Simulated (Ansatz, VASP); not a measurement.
**One calculation of Cu, two programs**

```
Cu
1.0
     2.51953    0.00000    0.00000
     1.25976    2.18198    0.00000
     0.00000    0.00000   28.34312
Cu
7
Direct
  0.00000 0.00000 0.28272
  0.33333 0.33333 0.35467
  0.66667 0.66667 0.42724
  0.00000 0.00000 0.50000
  0.33333 0.33333 0.57276
  0.66667 0.66667 0.64533
  0.00000 0.00000 0.71728
```

Alike in both runs: functional PBEsol; k mesh 15 × 15 × 1; no spin polarisation.

Ansatz relaxed the structure, and its values are those at the end. VASP's run is a single point on that final structure, the one shown.

|  | VASP | Ansatz |
| --- | --- | --- |
| version | VASP 6.6.1 | Ansatz 0.2.0 |
| potentials or method | VASP PAW PBE potentials, release 64 (Cu) | plane-wave PAW, scalar-relativistic |
| plane-wave cutoff (eV) | 520 | 420 |
| occupations | methfessel-paxton of order 1, width 0.1 eV | cold, width 0.1 eV |
| valence electrons in the cell | 77 | 133 |

```csv
,VASP,Ansatz,Ansatz less VASP
rms of the force components (eV/Å),0.010,0.000,-0.0099
"work function, face that differs most (eV)",4.92,4.94,+0.017
```

VASP's potentials were made for PBE, not for PBEsol, and Ansatz warns of the same on its side. VASP's potentials hold 77 valence electrons a cell and Ansatz's 133, so a difference there can come from the potentials and not from the codes.
